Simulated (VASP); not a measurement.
# ZnInGaO4 (nc) (R3m) in VASP: single point with PBE

Aim: the single point of ZnInGaO4 (nc) with PBE.

Program: VASP 6.6.1. These are calculated values, not measurements. Logs are shortened: lines on timing, memory, paths and dates and some standing lists are left out, and cuts for length are marked.

### 1 The cell of the first run

The structure is trigonal, space group R3m (No. 160). Conventional cell: a = 3.361 Å, b = 3.361 Å, c = 26.140 Å, α = 90.00°, β = 90.00°, γ = 120.00°. Zn (site symmetry 3m) has 5 O at 2.01 to 2.53 Å within 2.7 Å. Within 2.9 Å of In (site symmetry 3m) lie 6 O at 2.22 to 2.23 Å. Ga (site symmetry 3m) has 5 O at 1.94 to 2.00 Å within 2.6 Å. Within 2.7 Å of O (site symmetry 3m) lie 1 Zn at 2.01 Å and 3 In at 2.22 Å. Within 2.6 Å of O (site symmetry 3m) lie 1 Ga at 1.98 Å and 3 In at 2.23 Å. O (site symmetry 3m) has 3 Ga at 1.94 Å and 1 Zn at 2.53 Å within 2.6 Å. O (site symmetry 3m) has 1 Ga at 2.00 Å and 3 Zn at 2.02 Å within 2.7 Å.

### 2 Single point, PBE

INCAR reads:

```
SYSTEM = ZnInGaO4
PREC     = Accurate       ! precision mode
ENCUT    = 520            ! plane-wave cutoff, eV
EDIFF    = 1E-7           ! SCF threshold, eV
ISMEAR   = 0              ! smearing method
SIGMA    = 0.1            ! smearing width, eV
LREAL    = .FALSE.        ! projectors in reciprocal space
LASPH    = .TRUE.         ! aspherical terms in the spheres
NELM     = 60             ! most SCF steps
ALGO     = Normal         ! electronic algorithm
ISIF     = 2              ! what is computed and relaxed
LWAVE    = .FALSE.        ! write WAVECAR
LCHARG   = .FALSE.        ! write CHGCAR
GGA      = PE             ! functional
NBANDS   = 40             ! bands
```

KPOINTS reads:

```
Automatic mesh
0
G
  6 6 6
  0 0 0
```

POSCAR reads:

```
ZnInGaO4
1.0
    1.6803268679      0.9701371695      8.7134054620
   -1.6803268679      0.9701371695      8.7134054620
    0.0000000000     -1.9402743390      8.7134054620
Zn In Ga O
1 1 1 4
Direct
    0.2183820000      0.2183820000      0.2183820000
    0.0027680000      0.0027680000      0.0027680000
    0.7870340000      0.7870340000      0.7870340000
    0.2951430000      0.2951430000      0.2951430000
    0.7113580000      0.7113580000      0.7113580000
    0.1217170000      0.1217170000      0.1217170000
    0.8635990000      0.8635990000      0.8635990000
```

Potentials or basis: VASP PAW PBE potentials, release 64 (Zn, In_d, Ga_d, O).

On the command line:

```console
cat potpaw_PBE.64/Zn/POTCAR potpaw_PBE.64/In_d/POTCAR potpaw_PBE.64/Ga_d/POTCAR potpaw_PBE.64/O/POTCAR > POTCAR
mpirun -np 1 vasp_std > vasp.out
```

OUTCAR:

```text
SYSTEM = ZnInGaO4
   PREC = Accurate
   ENCUT = 520
   EDIFF = 1E-7
   ISMEAR = 0
   LREAL = .FALSE.
   LASPH = .TRUE.
   NELM = 60
   ISIF = 2
   GGA = PE

 ion  position               nearest neighbor table
   1  0.218  0.218  0.218-   4 2.01   7 2.02   7 2.02   7 2.02
   2  0.003  0.003  0.003-   4 2.22   4 2.22   4 2.22   5 2.23   5 2.23   5 2.23
   3  0.787  0.787  0.787-   6 1.94   6 1.94   6 1.94   5 1.98   7 2.00
   4  0.295  0.295  0.295-   1 2.01   2 2.22   2 2.22   2 2.22
   5  0.711  0.711  0.711-   3 1.98   2 2.23   2 2.23   2 2.23
   6  0.122  0.122  0.122-   3 1.94   3 1.94   3 1.94
   7  0.864  0.864  0.864-   3 2.00   1 2.02   1 2.02   1 2.02

  LATTYP: Found a trigonal (rhomboedric) cell.
 ALAT       =     8.9268191007
 COS(alpha) =     0.9291362598

  Lattice vectors:

 A1 = (   1.6803268679,   0.9701371695,   8.7134054620)
 A2 = (  -1.6803268679,   0.9701371695,   8.7134054620)
 A3 = (   0.0000000000,  -1.9402743390,   8.7134054620)

Analysis of symmetry for initial positions (statically):
=====================================================================
 Subroutine PRICEL returns:
 Original cell was already a primitive cell.

 Routine SETGRP: Setting up the symmetry group for a
 trigonal (rhombohedral) supercell.

 Subroutine GETGRP returns: Found  6 space group operations
 (whereof  6 operations were pure point group operations)
 out of a pool of 12 trial point group operations.

The static configuration has the point symmetry C_3v.

Analysis of symmetry for dynamics (positions and initial velocities):
=====================================================================
 Subroutine PRICEL returns:
 Original cell was already a primitive cell.

 Routine SETGRP: Setting up the symmetry group for a
 trigonal (rhombohedral) supercell.

 Subroutine GETGRP returns: Found  6 space group operations
 (whereof  6 operations were pure point group operations)
 out of a pool of 12 trial point group operations.

The dynamic configuration has the point symmetry C_3v.

 Subroutine INISYM returns: Found  6 space group operations
 (whereof  6 operations are pure point group operations),
 and found     1 'primitive' translations

----------------------------------------------------------------------------------------

                                     Primitive cell

  volume of cell :      85.2248

  direct lattice vectors                    reciprocal lattice vectors
     1.680326868  0.970137169  8.713405462     0.297561153  0.171797012  0.038255230
    -1.680326868  0.970137169  8.713405462    -0.297561153  0.171797012  0.038255230
     0.000000000 -1.940274339  8.713405462     0.000000000 -0.343594023  0.038255230

  length of vectors
     8.926819101  8.926819101  8.926819101     0.345717103  0.345717103  0.345717103

  position of ions in fractional coordinates (direct lattice)
     0.218382000  0.218382000  0.218382000
     0.002768000  0.002768000  0.002768000
     0.787034000  0.787034000  0.787034000
     0.295143000  0.295143000  0.295143000
     0.711358000  0.711358000  0.711358000
     0.121717000  0.121717000  0.121717000
     0.863599000  0.863599000  0.863599000

  ion indices of the primitive-cell ions
   primitive index   ion index
                 1           1
                 2           2
                 3           3
                 4           4
                 5           5
                 6           6
                 7           7

----------------------------------------------------------------------------------------

 KPOINTS: Automatic mesh

Automatic generation of k-mesh.
 Grid dimensions read from file:
 generate k-points for:    6    6    6

 Generating k-lattice:

  Cartesian coordinates                     Fractional coordinates (reciprocal lattice)
     0.049593525  0.028632835  0.006375872     0.166666667  0.000000000  0.000000000
    -0.049593525  0.028632835  0.006375872     0.000000000  0.166666667  0.000000000
     0.000000000 -0.057265671  0.006375872     0.000000000  0.000000000  0.166666667

  Length of vectors
     0.057619517  0.057619517  0.057619517

  Shift w.r.t. Gamma in fractional coordinates (k-lattice)
     0.000000000  0.000000000  0.000000000

 Subroutine IBZKPT returns following result:
 ===========================================

 Found     32 irreducible k-points:

 Following reciprocal coordinates:
            Coordinates               Weight
  0.000000  0.000000  0.000000      1.000000
  0.166667  0.000000  0.000000      6.000000
  0.333333 -0.000000 -0.000000      6.000000
  0.500000  0.000000 -0.000000      3.000000
  0.166667  0.166667  0.000000      6.000000
  0.333333  0.166667 -0.000000     12.000000
[... 16 lines left out ...]
  0.500000  0.500000  0.166667      6.000000
 -0.333333  0.500000  0.166667     12.000000
 [... further k-points ...]
   k-points           NKPTS =     32   k-points in BZ     NKDIM =     32   number of bands    NBANDS=     40
   number of dos      NEDOS =    301   number of ions     NIONS =      7
   total plane-waves  NPLWV = 343000
   dimension x,y,z NGX =    70 NGY =   70 NGZ =   70
   dimension x,y,z NGXF=   140 NGYF=  140 NGZF=  140
   ions per type =               1   1   1   4
   NGX,Y,Z   is equivalent  to a cutoff of  13.04, 13.04, 13.04 a.u.
   NGXF,Y,Z  is equivalent  to a cutoff of  26.07, 26.07, 26.07 a.u.
 SYSTEM =  ZnInGaO4
   PREC   = accura    normal or accurate (medium, high low for compatibility)
   ISTART =      0    job   : 0-new  1-cont  2-samecut
   ICHARG =      2    charge: 1-file 2-atom 10-const
   ISPIN  =      1    spin polarized calculation?
   LNONCOLLINEAR =      F non collinear calculations
   LSORBIT =      F    spin-orbit coupling
   LASPH  =      T    aspherical Exc in radial PAW
   ENCUT  =  520.0 eV  38.22 Ry    6.18 a.u.  16.60 16.60 16.60*2*pi/ulx,y,z
   NELM   =     60;   NELMIN=  2; NELMDL= -5     # of ELM steps
   EDIFF  = 0.1E-06   stopping-criterion for ELM
   LREAL  =      F    real-space projection
   EDIFFG = 0.1E-05   stopping-criterion for IOM
   NSW    =      0    number of steps for IOM
   IBRION =     -1    ionic relax: 0-MD 1-quasi-New 2-CG
   NFREE  =      0    steps in history (QN), initial steepest desc. (CG)
   ISIF   =      2    stress and relaxation
   ISYM   =      2    0-nonsym 1-usesym 2-fastsym
   POTIM  = 0.5000    time-step for ionic-motion
   TEBEG  =    0.0;   TEEND  =   0.0 temperature during run
   PSTRESS=    0.0 pullay stress
   NELECT =      62.0000    total number of electrons
   NUPDOWN=      -1.0000    fix difference up-down
   EMIN   =  10.00;   EMAX   =-10.00  energy-range for DOS
   EFERMI =   0.00;   METHOD = LEGACY
   ISMEAR =     0;   SIGMA  =   0.10  broadening in eV -4-tet -1-fermi 0-gaus
   EFERMI_NEDOS =   21; number of points for ismear=-14 and -15
   IALGO  =     38    algorithm
   IMIX   =      4    mixing-type and parameters
     AMIX     =   0.40;   BMIX     =  1.00
     AMIX_MAG =   1.60;   BMIX_MAG =  1.00
  volume/ion in A,a.u.               =      12.17        82.16
  Fermi-wavevector in a.u.,A,eV,Ry     =   1.472369  2.782374 29.495673  2.167871
  Thomas-Fermi vector in A             =   2.587392
   LORBIT       =      0    0 simple, 1 ext, 2 COOP (PROOUT), +10 PAW based schemes
   GGA     = PE    functional components
   LHFCALC =     F    Hartree Fock is set to
   AEXX    =    0.0000 exact exchange contribution
   IVDW    =     0    specifies the selected vdW correction
   LEPSILON=     F    determine dielectric tensor
   LRPA    =     F    only Hartree local field effects (RPA)
 non-spin polarized calculation
 Gauss-broadening in eV      SIGMA  =   0.10
  energy-cutoff  :      520.00
  volume of cell :       85.22
 maximum number of plane-waves:      2312
 NGX is ok and might be reduce to    70
   NGX = 33   NGY = 33   NGZ = 33

 number of electron      62.0000002 magnetization

 Free energy of the ion-electron system (eV)
  ---------------------------------------------------
  ext. energy  EPLUGINS =         0.00000000
  ---------------------------------------------------
  free energy    TOTEN  =       -37.81060039 eV

  energy without entropy =      -37.81060039  energy(sigma->0) =      -37.81060039

 E-fermi :   4.0444     XC(G=0): -11.0074

 val. band max:        3.5749734126   @ k =   0.0000   0.0000   0.0000
 cond. band min:       4.6218057405   @ k =   0.0000   0.0000   0.0000
 fundamental gap:      1.0468323279
 Fermi energy:         4.0444451337

 k-point     1 :       0.0000    0.0000    0.0000
  band No.  band energies     occupation
      1     -14.8962      2.00000
      2     -14.0063      2.00000
      3     -13.4267      2.00000
      4     -13.0344      2.00000
      5      -9.7799      2.00000
      6      -9.7799      2.00000
[... 32 lines left out ...]
     39      15.6028      0.00000
     40      15.6028      0.00000

 k-point     2 :       0.1667    0.0000    0.0000
  band No.  band energies     occupation
      1     -14.7391      2.00000
      2     -13.8723      2.00000
      3     -13.3736      2.00000
      4     -13.1384      2.00000
      5      -9.7302      2.00000
      6      -9.7270      2.00000
[... 32 lines left out ...]
     39      14.6726      0.00000
     40      15.1154      0.00000

 k-point     3 :       0.3333   -0.0000   -0.0000
  band No.  band energies     occupation
      1     -14.3987      2.00000
      2     -13.6580      2.00000
      3     -13.3407      2.00000
      4     -13.1896      2.00000
      5      -9.6170      2.00000
      6      -9.5560      2.00000
[... 853 lines left out ...]
  band No.  band energies     occupation
      1     -14.3942      2.00000
      2     -13.6616      2.00000
      3     -13.3766      2.00000
      4     -13.1539      2.00000
      5      -9.6170      2.00000
      6      -9.5568      2.00000
[... 32 lines left out ...]
     39      14.4789      0.00000
     40      15.6523      0.00000

 k-point    24 :      -0.3333    0.5000    0.1667
  band No.  band energies     occupation
      1     -14.2077      2.00000
      2     -13.6203      2.00000
      3     -13.3468      2.00000
      4     -13.1350      2.00000
      5      -9.5853      2.00000
      6      -9.4783      2.00000
[... 32 lines left out ...]
     39      13.9818      0.00000
     40      14.5706      0.00000

 [... further k-points ...]

------------------------ aborting loop because EDIFF is reached ----------------------------------------

  FORCE on cell =-STRESS in cart. coord.  units (eV):
  Direction    XX          YY          ZZ          XY          YZ          ZX
  --------------------------------------------------------------------------------------
  -------------------------------------------------------------------------------------
  Total        0.0376896      0.0376896     -0.0083044      0.0000000     -0.0000000      0.0000000
  in kB        0.7085422      0.7085422     -0.1561181      0.0000000     -0.0000000      0.0000000
  external PRESSURE =       0.4203221 kB  Pullay stress =       0.0000000 kB

 VOLUME and BASIS-vectors are now :
 -----------------------------------------------------------------------------
  energy-cutoff  :      520.00
  volume of cell :       85.22
      direct lattice vectors                 reciprocal lattice vectors
     1.680326868  0.970137169  8.713405462     0.297561153  0.171797012  0.038255230
    -1.680326868  0.970137169  8.713405462    -0.297561153  0.171797012  0.038255230
     0.000000000 -1.940274339  8.713405462     0.000000000 -0.343594023  0.038255230

 POSITION                                       TOTAL-FORCE (eV/Angst)
 -----------------------------------------------------------------------------------
      0.00000      0.00000      5.70855         0.000000     -0.000000      0.040780
      0.00000      0.00000      0.07236         0.000000     -0.000000      0.044859
      0.00000      0.00000     20.57324         0.000000      0.000000      0.020103
      0.00000      0.00000      7.71510         0.000000     -0.000000      0.028070
      0.00000      0.00000     18.59505         0.000000      0.000000     -0.049543
      0.00000      0.00000      3.18171         0.000000     -0.000000     -0.076899
      0.00000      0.00000     22.57466         0.000000     -0.000000     -0.007370
 -----------------------------------------------------------------------------------
    total drift:                               -0.000000      0.000000      0.001366

  FREE ENERGIE OF THE ION-ELECTRON SYSTEM (eV)
  ---------------------------------------------------
  free  energy   TOTEN  =       -37.8106003904 eV

  energy  without entropy=      -37.8106003904  energy(sigma->0) =      -37.81060039
```

It took 6.2 min on 1 thread of Intel Xeon 6975P-C (Granite Rapids), shared host; peak memory 0.75 GiB.

What came out:

```yaml
Free_energy: -37.8106 eV
Pressure: 0.0 GPa
Largest_force: 0.077 eV/Å
Band_gap_on_the_k_mesh: 1.05 eV, direct
```

Forces on the atoms (eV/Å):
```
Zn   0.000  0.000  0.041
In   0.000  0.000  0.045
Ga   0.000  0.000  0.020
O    0.000  0.000  0.028
O    0.000  0.000 -0.050
O    0.000  0.000 -0.077
O    0.000  0.000 -0.007
```

Caveat: spin-orbit coupling is left out, which moves the levels of the heavy elements. A k mesh can miss the band edges.
